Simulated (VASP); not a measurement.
# Ca (I4_1/amd) in VASP: notebook, part 3 of 3

VASP 6.6.1. Earlier steps stand in the parts before.

### 5 Single point, PBE (43.04 Å³/atom)

This run uses another cell than the first one, of 43.04 Å³/atom.

INCAR

```
SYSTEM = Ca
ALGO     = Normal         ! electronic algorithm
EDIFF    = 1E-6           ! SCF threshold, eV
ENCUT    = 520            ! plane-wave cutoff, eV
GGA      = PE             ! functional
ISIF     = 2              ! what is computed and relaxed
ISMEAR   = -1             ! smearing method
LASPH    = .True.         ! aspherical terms in the spheres
LCHARG   = .False.        ! write CHGCAR
LREAL    = .False.        ! projectors in reciprocal space
LWAVE    = .False.        ! write WAVECAR
NBANDS   = 17             ! bands
NELM     = 100            ! most SCF steps
PREC     = Accurate       ! precision mode
SIGMA    = 0.05           ! smearing width, eV
```

KPOINTS

```
k-points
0
Gamma
  12 12 12
  0 0 0
```

POSCAR

```
Ca
1.0
   -3.4139015891      3.4139015891      1.8465460143
    3.4139015891     -3.4139015891      1.8465460143
    3.4139015891      3.4139015891     -1.8465460143
Ca
2
Direct
   -0.3750000000     -0.1250000000     -0.2500000000
    0.3750000000      0.1250000000      0.2500000000
```

Potentials or basis: VASP PAW PBE potentials, release 64 (Ca_sv).

Started as:

```bash
> cat potpaw_PBE.64/Ca_sv/POTCAR > POTCAR
> mpirun -np 1 vasp_std > vasp.out
```

OUTCAR:

```text
SYSTEM = Ca
   EDIFF = 1E-6
   ENCUT = 520
   GGA = PE
   ISIF = 2
   ISMEAR = -1
   LASPH = .True.
   LREAL = .False.
   NELM = 100
   PREC = Accurate

 ion  position               nearest neighbor table
   1  0.625  0.875  0.750-
   2  0.375  0.125  0.250-

  LATTYP: Found a body centered tetragonal cell.
 ALAT       =     6.8278031782
 C/A-ratio  =     0.5408902296

  Lattice vectors:

 A1 = (  -3.4139015891,   3.4139015891,   1.8465460143)
 A2 = (   3.4139015891,  -3.4139015891,   1.8465460143)
 A3 = (   3.4139015891,   3.4139015891,  -1.8465460143)

Analysis of symmetry for initial positions (statically):
=====================================================================
 Subroutine PRICEL returns:
 Original cell was already a primitive cell.

 Routine SETGRP: Setting up the symmetry group for a
 body centered tetragonal supercell.

 Subroutine GETGRP returns: Found 16 space group operations
 (whereof  4 operations were pure point group operations)
 out of a pool of 16 trial point group operations.

The static configuration has the point symmetry C_2h.
 The point group associated with its full space group is D_4h.

Analysis of symmetry for dynamics (positions and initial velocities):
=====================================================================
 Subroutine PRICEL returns:
 Original cell was already a primitive cell.

 Routine SETGRP: Setting up the symmetry group for a
 body centered tetragonal supercell.

 Subroutine GETGRP returns: Found 16 space group operations
 (whereof  4 operations were pure point group operations)
 out of a pool of 16 trial point group operations.

The dynamic configuration has the point symmetry C_2h.
 The point group associated with its full space group is D_4h.

 Subroutine INISYM returns: Found 16 space group operations
 (whereof  4 operations are pure point group operations),
 and found     1 'primitive' translations

----------------------------------------------------------------------------------------

                                     Primitive cell

  volume of cell :      86.0839

  direct lattice vectors                    reciprocal lattice vectors
    -3.413901589  3.413901589  1.846546014     0.000000000  0.146459992  0.270775814
     3.413901589 -3.413901589  1.846546014     0.146459992  0.000000000  0.270775814
     3.413901589  3.413901589 -1.846546014     0.146459992  0.146459992  0.000000000

  length of vectors
     5.169059905  5.169059905  5.169059905     0.307847480  0.307847480  0.207125707

  position of ions in fractional coordinates (direct lattice)
     0.625000000  0.875000000  0.750000000
     0.375000000  0.125000000  0.250000000

  ion indices of the primitive-cell ions
   primitive index   ion index
                 1           1
                 2           2

----------------------------------------------------------------------------------------

 KPOINTS: k-points

Automatic generation of k-mesh.
 Grid dimensions read from file:
 generate k-points for:   12   12   12

 Generating k-lattice:

  Cartesian coordinates                     Fractional coordinates (reciprocal lattice)
     0.000000000  0.012204999  0.022564651     0.083333333  0.000000000 -0.000000000
     0.012204999  0.000000000  0.022564651     0.000000000  0.083333333 -0.000000000
     0.012204999  0.012204999  0.000000000     0.000000000  0.000000000  0.083333333

  Length of vectors
     0.025653957  0.025653957  0.017260476

  Shift w.r.t. Gamma in fractional coordinates (k-lattice)
     0.000000000  0.000000000  0.000000000

 Subroutine IBZKPT returns following result:
 ===========================================

 Found    163 irreducible k-points:

 Following reciprocal coordinates:
            Coordinates               Weight
  0.000000  0.000000  0.000000      1.000000
  0.083333  0.000000  0.000000      8.000000
  0.166667 -0.000000  0.000000      8.000000
  0.250000  0.000000 -0.000000      8.000000
  0.333333  0.000000 -0.000000      8.000000
  0.416667  0.000000 -0.000000      8.000000
[... 16 lines left out ...]
  0.500000  0.166667  0.000000     16.000000
 -0.416667  0.166667  0.000000     16.000000
 [... further k-points ...]
   k-points           NKPTS =    163   k-points in BZ     NKDIM =    163   number of bands    NBANDS=     17
   number of dos      NEDOS =    301   number of ions     NIONS =      2
   total plane-waves  NPLWV =  64000
   dimension x,y,z NGX =    40 NGY =   40 NGZ =   40
   dimension x,y,z NGXF=    80 NGYF=   80 NGZF=   80
   ions per type =               2
   NGX,Y,Z   is equivalent  to a cutoff of  12.86, 12.86, 12.86 a.u.
   NGXF,Y,Z  is equivalent  to a cutoff of  25.73, 25.73, 25.73 a.u.
 SYSTEM =  Ca
   PREC   = accura    normal or accurate (medium, high low for compatibility)
   ISTART =      0    job   : 0-new  1-cont  2-samecut
   ICHARG =      2    charge: 1-file 2-atom 10-const
   ISPIN  =      1    spin polarized calculation?
   LNONCOLLINEAR =      F non collinear calculations
   LSORBIT =      F    spin-orbit coupling
   LASPH  =      T    aspherical Exc in radial PAW
   ENCUT  =  520.0 eV  38.22 Ry    6.18 a.u.   9.61  9.61  9.61*2*pi/ulx,y,z
   NELM   =    100;   NELMIN=  2; NELMDL= -5     # of ELM steps
   EDIFF  = 0.1E-05   stopping-criterion for ELM
   LREAL  =      F    real-space projection
   EDIFFG = 0.1E-04   stopping-criterion for IOM
   NSW    =      0    number of steps for IOM
   IBRION =     -1    ionic relax: 0-MD 1-quasi-New 2-CG
   NFREE  =      0    steps in history (QN), initial steepest desc. (CG)
   ISIF   =      2    stress and relaxation
   ISYM   =      2    0-nonsym 1-usesym 2-fastsym
   POTIM  = 0.5000    time-step for ionic-motion
   TEBEG  =    0.0;   TEEND  =   0.0 temperature during run
   PSTRESS=    0.0 pullay stress
   NELECT =      20.0000    total number of electrons
   NUPDOWN=      -1.0000    fix difference up-down
   EMIN   =  10.00;   EMAX   =-10.00  energy-range for DOS
   EFERMI =   0.00;   METHOD = LEGACY
   ISMEAR =    -1;   SIGMA  =   0.05  broadening in eV -4-tet -1-fermi 0-gaus
   EFERMI_NEDOS =   21; number of points for ismear=-14 and -15
   IALGO  =     38    algorithm
   IMIX   =      4    mixing-type and parameters
     AMIX     =   0.40;   BMIX     =  1.00
     AMIX_MAG =   1.60;   BMIX_MAG =  1.00
  volume/ion in A,a.u.               =      43.04       290.46
  Fermi-wavevector in a.u.,A,eV,Ry     =   1.006416  1.901850 13.780971  1.012873
  Thomas-Fermi vector in A             =   2.139157
   LORBIT       =      0    0 simple, 1 ext, 2 COOP (PROOUT), +10 PAW based schemes
   GGA     = PE    functional components
   LHFCALC =     F    Hartree Fock is set to
   AEXX    =    0.0000 exact exchange contribution
   IVDW    =     0    specifies the selected vdW correction
   LEPSILON=     F    determine dielectric tensor
   LRPA    =     F    only Hartree local field effects (RPA)
 non-spin polarized calculation
  energy-cutoff  :      520.00
  volume of cell :       86.08
 maximum number of plane-waves:      2359
   NGX = 19   NGY = 19   NGZ = 19

 number of electron      20.0000002 magnetization

 Free energy of the ion-electron system (eV)
  ---------------------------------------------------
  ext. energy  EPLUGINS =         0.00000000
  ---------------------------------------------------
  free energy    TOTEN  =        -3.35383901 eV

  energy without entropy =       -3.32829465  energy(sigma->0) =       -3.34106683

 E-fermi :   1.8019     XC(G=0):  -7.6634

 val. band max:        1.7987829910   @ k =  -0.1667  -0.4167   0.1667
 cond. band min:       1.8030986739   @ k =   0.3333   0.1667   0.0833
 fundamental gap:      0.0043156830
 Fermi energy:         1.8018544230

 k-point     1 :       0.0000    0.0000    0.0000
  band No.  band energies     occupation
      1     -40.3450      2.00000
      2     -40.3110      2.00000
      3     -21.4035      2.00000
      4     -21.4035      2.00000
      5     -21.2543      2.00000
      6     -21.2518      2.00000
[... 9 lines left out ...]
     16       5.0305      0.00000
     17       5.0405      0.00000
[... 441 lines left out ...]
 k-point    24 :      -0.4167    0.1667    0.0000
  band No.  band energies     occupation
      1     -40.3320      2.00000
      2     -40.3144      2.00000
      3     -21.3933      2.00000
      4     -21.3522      2.00000
      5     -21.3355      2.00000
      6     -21.2978      2.00000
[... 9 lines left out ...]
     16       4.2754      0.00000
     17       4.8711      0.00000

 [... further k-points ...]

------------------------ aborting loop because EDIFF is reached ----------------------------------------

  FORCE on cell =-STRESS in cart. coord.  units (eV):
  Direction    XX          YY          ZZ          XY          YZ          ZX
  --------------------------------------------------------------------------------------
  -------------------------------------------------------------------------------------
  Total        0.0014350      0.0014350      0.0076518      0.0000000      0.0000000     -0.0000000
  in kB        0.0267083      0.0267083      0.1424135      0.0000000      0.0000000     -0.0000000
  external PRESSURE =       0.0652767 kB  Pullay stress =       0.0000000 kB

 VOLUME and BASIS-vectors are now :
 -----------------------------------------------------------------------------
  energy-cutoff  :      520.00
  volume of cell :       86.08
      direct lattice vectors                 reciprocal lattice vectors
    -3.413901589  3.413901589  1.846546014     0.000000000  0.146459992  0.270775814
     3.413901589 -3.413901589  1.846546014     0.146459992  0.000000000  0.270775814
     3.413901589  3.413901589 -1.846546014     0.146459992  0.146459992  0.000000000

 POSITION                                       TOTAL-FORCE (eV/Angst)
 -----------------------------------------------------------------------------------
      3.41390      1.70695      1.38491         0.000000      0.000000      0.000000
      0.00000      1.70695      0.46164        -0.000000     -0.000000     -0.000000
 -----------------------------------------------------------------------------------
    total drift:                               -0.000000     -0.000000      0.000000

  FREE ENERGIE OF THE ION-ELECTRON SYSTEM (eV)
  ---------------------------------------------------
  free  energy   TOTEN  =        -3.3538390122 eV

  energy  without entropy=       -3.3282946455  energy(sigma->0) =       -3.34106683
```

Wall time 2.3 min (1 thread of Intel Xeon 6975P-C (Granite Rapids), shared host); peak memory 0.38 GiB.

What came out:

```
Free energy            : -3.3538 eV
Pressure               : 0.0 GPa
Band gap on the k mesh : zero (bands 10 and 11 overlap by 1.06 eV)
```

### 6 Relaxation of shape and atoms at fixed volume, PBE

This run uses another cell than the first one, of 17.22 Å³/atom.

INCAR

```
ALGO     = Normal         # electronic algorithm
EDIFF    = 1E-7           # SCF threshold, eV
EDIFFG   = -0.005         # ionic threshold
ENCUT    = 600            # plane-wave cutoff, eV
GGA      = PE             # functional
IBRION   = 2              # ionic algorithm
ISIF     = 4              # what is computed and relaxed
ISMEAR   = -1             # smearing method
LASPH    = T              # aspherical terms in the spheres
LCHARG   = F              # write CHGCAR
LREAL    = F              # projectors in reciprocal space
LWAVE    = F              # write WAVECAR
NELM     = 100            # most SCF steps
NSW      = 50             # ionic steps
PREC     = Accurate       # precision mode
SIGMA    = 0.05           # smearing width, eV
```

KPOINTS

```
k-points
0
Gamma
  12 12 12
```

POSCAR

```
Ca
1.0
   -2.5153841975      2.5153841975      1.3605467360
    2.5153841975     -2.5153841975      1.3605467360
    2.5153841975      2.5153841975     -1.3605467360
Ca
2
Direct
   -0.3750000000     -0.1250000000     -0.2500000000
    0.3750000000      0.1250000000      0.2500000000
```

Potentials or basis: VASP PAW PBE potentials, release 64 (Ca_sv).

Started as:

```bash
> cat potpaw_PBE.64/Ca_sv/POTCAR > POTCAR
> mpirun -np 1 vasp_std > vasp.out
```

OUTCAR:

```text
EDIFF = 1E-7
   EDIFFG = -0.005
   ENCUT = 600
   GGA = PE
   IBRION = 2
   ISIF = 4
   ISMEAR = -1
   LASPH = T
   LREAL = F
   NELM = 100
   NSW = 50
   PREC = Accurate

 ion  position               nearest neighbor table
   1  0.625  0.875  0.750-   2 2.61   2 2.61   2 2.61   2 2.61
   2  0.375  0.125  0.250-   1 2.61   1 2.61   1 2.61   1 2.61

  LATTYP: Found a body centered tetragonal cell.
 ALAT       =     5.0307683950
 C/A-ratio  =     0.5408902296

  Lattice vectors:

 A1 = (  -2.5153841975,   2.5153841975,   1.3605467360)
 A2 = (   2.5153841975,  -2.5153841975,   1.3605467360)
 A3 = (   2.5153841975,   2.5153841975,  -1.3605467360)

Analysis of symmetry for initial positions (statically):
=====================================================================
 Subroutine PRICEL returns:
 Original cell was already a primitive cell.

 Routine SETGRP: Setting up the symmetry group for a
 body centered tetragonal supercell.

 Subroutine GETGRP returns: Found 16 space group operations
 (whereof  4 operations were pure point group operations)
 out of a pool of 16 trial point group operations.

The static configuration has the point symmetry C_2h.
 The point group associated with its full space group is D_4h.

Analysis of symmetry for dynamics (positions and initial velocities):
=====================================================================
[... 235 lines left out ...]
  ext. energy  EPLUGINS =         0.00000000
  ---------------------------------------------------
  free energy    TOTEN  =         0.71629916 eV

  energy without entropy =        0.72414241  energy(sigma->0) =        0.72022078

 E-fermi :   6.7446     XC(G=0): -11.1482

 val. band max:        6.7398462934   @ k =  -0.3333   0.4167   0.2500
 cond. band min:       6.7460096372   @ k =   0.3333   0.1667   0.0833
 fundamental gap:      0.0061633438
 Fermi energy:         6.7446221358

 k-point     1 :       0.0000    0.0000    0.0000
  band No.  band energies     occupation
      1     -34.4225      2.00000
      2     -33.4708      2.00000
      3     -15.9938      2.00000
      4     -15.9938      2.00000
      5     -14.0945      2.00000
      6     -14.0788      2.00000
      7     -14.0170      2.00000
      8     -14.0170      2.00000
      9       2.5696      2.00000
     10       4.1989      2.00000
     11       7.5986      0.00000
     12       7.7995      0.00000
     13       8.6503      0.00000
     14      12.2765      0.00000
[... 377 lines left out ...]
      1     -34.0199      2.00000
      2     -33.5473      2.00000
      3     -15.8843      2.00000
      4     -15.4622      2.00000
      5     -15.2927      2.00000
      6     -14.7825      2.00000
      7     -14.5968      2.00000
      8     -14.0293      2.00000
      9       5.2322      2.00000
     10       5.7142      2.00000
     11       7.5274      0.00000
     12       8.4168      0.00000
     13       9.4357      0.00000
     14      10.1037      0.00000

 [... further k-points ...]

------------------------ aborting loop because EDIFF is reached ----------------------------------------

  FORCE on cell =-STRESS in cart. coord.  units (eV):
  Direction    XX          YY          ZZ          XY          YZ          ZX
  --------------------------------------------------------------------------------------
  -------------------------------------------------------------------------------------
  Total       10.5784558     10.5784558     10.5770398     -0.0000000      0.0000000     -0.0000000
  in kB      492.2103538    492.2103538    492.1444705     -0.0000000      0.0000000     -0.0000000
  external PRESSURE =     492.1883927 kB  Pullay stress =       0.0000000 kB
[... 17 lines left out ...]
  FREE ENERGIE OF THE ION-ELECTRON SYSTEM (eV)
  ---------------------------------------------------
  free  energy   TOTEN  =         0.7162991608 eV

  energy  without entropy=        0.7241424072  energy(sigma->0) =        0.72022078

 reached required accuracy - stopping structural energy minimisation
```

It took 96 s on 1 thread of Intel Xeon 6975P-C (Granite Rapids), shared host; peak memory 0.23 GiB.

What came out:

```
Free energy               : 0.7163 eV
Energy gained by relaxing : 1.0 meV/atom
Ionic steps               : 3
Pressure after relaxing   : 49.2 GPa
Band gap on the k mesh    : zero (bands 10 and 11 overlap by 1.11 eV)
```

Step by step:
```
step  energy change (eV)  largest force (eV/Å)  pressure (GPa)  volume (Å³)
   1              0.0000                0.0000           49.23        34.43
   2             -0.0018                0.0000           49.22        34.43
   3             -0.0019                0.0000           49.22        34.43
```

Final structure:
```
CELL_PARAMETERS angstrom
-2.52696 2.52696 1.34811
2.52696 -2.52696 1.34811
2.52696 2.52696 -1.34811
ATOMIC_POSITIONS crystal
Ca 0.62500 0.87500 0.75000
Ca 0.37500 0.12500 0.25000
```

Levels at points of the mesh, in eV from the Fermi level:
| k point | band 7 | band 8 | band 9 | band 10 | band 11 | band 12 | band 13 | band 14 |
| --- | --- | --- | --- | --- | --- | --- | --- | --- |
| (0.00, 0.00, 0.00) | -20.76 | -20.76 | -4.18 | -2.55 | 0.85 | 1.05 | 1.91 | 5.53 |
| (0.50, 0.00, 0.00) | -21.32 | -20.66 | -1.55 | -1.28 | 0.33 | 2.37 | 3.49 | 3.65 |
| (0.50, 0.50, 0.00) | -20.75 | -20.75 | -1.35 | -1.35 | 1.06 | 1.06 | 3.19 | 3.19 |
| (0.50, 0.50, 0.50) | -20.50 | -20.50 | -0.46 | -0.46 | 1.99 | 1.99 | 2.24 | 2.24 |

### 7 The runs side by side

| task | cell | cutoff (eV) | gap on the mesh (eV) | pressure (GPa) |
| --- | --- | --- | --- | --- |
| single point | a = 5.080 Å, angles 97.3, 97.3, 138.1°, 2 atoms | 520 | none | 0.7 |
| single point | a = 5.169 Å, angles 97.3, 97.3, 138.1°, 2 atoms | 520 | none | 0.0 |
| relaxation of shape and atoms at fixed volume | relaxed from a = 3.809 Å, angles 97.3, 97.3, 138.1°, 2 atoms | 600 | none | 49.2 |

Alike in all rows: level PBE; potentials or basis VASP PAW PBE potentials, release 64 (Ca_sv); no spin polarisation; k mesh 12 × 12 × 12; smearing fermi-dirac 0.05 eV.

Total energies depend on the potentials used, so only differences within one code and one set of settings carry meaning.
